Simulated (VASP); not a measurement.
# BaS: single point with PBE

The system is BaS.

```
Ba S
1.0
     0.00000    3.21356    3.21356
     3.21356    0.00000    3.21356
     3.21356    3.21356    0.00000
Ba S
1 1
Cartesian
  3.2136 3.2136 3.2136
  0.0000 0.0000 0.0000
```

* Program: VASP 6.6.1
* Task: single point
* Functional: PBE
* Potentials or basis: VASP PAW PBE potentials, release 64 (Ba_sv, S)
* Cutoff: 520 eV
* k mesh: 8 × 8 × 8
* Occupations: gaussian, width 0.02 eV
* Spin: no spin polarisation

| Property | Result |
| --- | --- |
| Pressure | 0.6 GPa |
| Band gap on the k mesh | 2.14 eV (least direct gap 2.28 eV) |

Levels at points of the mesh, in eV from the valence-band top:
```
           k point  band 5  band 6  band 7  band 8  band 9  band 10  band 11  band 12
(0.00, 0.00, 0.00)  -10.33    0.00    0.00    0.00    3.51     3.87     3.87     3.87
(0.50, 0.00, 0.00)   -9.17   -1.90   -1.05   -1.05    5.48     5.63     6.24     6.24
(0.50, 0.50, 0.00)  -10.24   -0.54   -0.15   -0.15    2.14     5.89     5.91     7.39
```

Wall time 24 s on 1 thread of Intel(R) Xeon(R) Platinum 8488C (Sapphire Rapids), with other jobs on the host, peak memory 0.21 GiB.

Caveat: spin-orbit coupling is left out, which moves the levels of the heavy elements. A k mesh can miss the band edges.
